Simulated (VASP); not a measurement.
Write the native input for VASP 6.6.1 that does the following.

- Task: relaxation of cell and atoms
- Functional: PBEsol
- Potentials or basis: VASP PAW PBE potentials, release 64 (Pb_d)
- Cutoff: 600 eV
- k mesh: 3 × 3 × 6
- Occupations: gaussian, width 0.1 eV
- Spin: no spin polarisation
- Dipole correction: no
- Further INCAR settings: ALGO = Normal; EDIFF = 1e-06; IBRION = 2; EDIFFG = -0.04; NSW = 90; ISIF = 3

The structure of Pb lies in POSCAR:

```
Pb
1.0
    5.8856341892      0.0000000000      0.0000000000
   -2.9428170946      5.0971087252      0.0000000000
    0.0000000000      0.0000000000      3.6081496551
Pb
3
Direct
    0.0000000000      0.0000000000      0.0000000000
    0.3333333333      0.6666666667      0.5000000000
    0.6666666667      0.3333333333      0.5000000000
```

The input as run:

INCAR

```
SYSTEM = Pb
  ALGO = Normal
  EDIFF = 1E-6
  EDIFFG = -0.04
  ENCUT = 600
  GGA = PS
  IBRION = 2
  ISIF = 3
  ISMEAR = 0
  LASPH = .True.
  LCHARG = .False.
  LREAL = .False.
  LWAVE = .False.
  NELM = 100
  NSW = 90
  PREC = Accurate
  SIGMA = 0.1
```

KPOINTS

```
k-points
0
Gamma
  3 3 6
  0 0 0
```

Potentials or basis: VASP PAW PBE potentials, release 64 (Pb_d).

Run with:

```bash
$ cat potpaw_PBE.64/Pb_d/POTCAR > POTCAR
$ mpirun -np 1 vasp_std > vasp.out
```

Results of the run:

```json
{
 "Relaxed volume": "30.17 Å³/atom",
 "Relaxed cell": "a = 5.602 Å, b = 5.602 Å, c = 3.331 Å, α = 90.00°, β = 90.00°, γ = 120.00°",
 "Space group after relaxing (to 0.05 Å)": "P6/mmm (No. 191)",
 "Energy gained by relaxing": "124.6 meV/atom",
 "Ionic steps": "4",
 "Pressure after relaxing": "0.0 GPa",
 "Band gap on the k mesh": "zero (band 21 reaches 8.35 eV, above the bottom of band 22 at 5.03 eV)"
}
```

Caveat: the k points lie up to 0.43 Å⁻¹ apart in the final cell; the volume moved by over 15 % at a fixed basis, so the end points are rough; the PAW data sets were made with another functional, which shifts forces and pressure a little; spin-orbit coupling is left out, which moves the levels of the heavy elements.

Run time: 2.3 min on 1 thread of AMD EPYC 7R13, with other jobs on the host, peak memory 0.24 GiB.
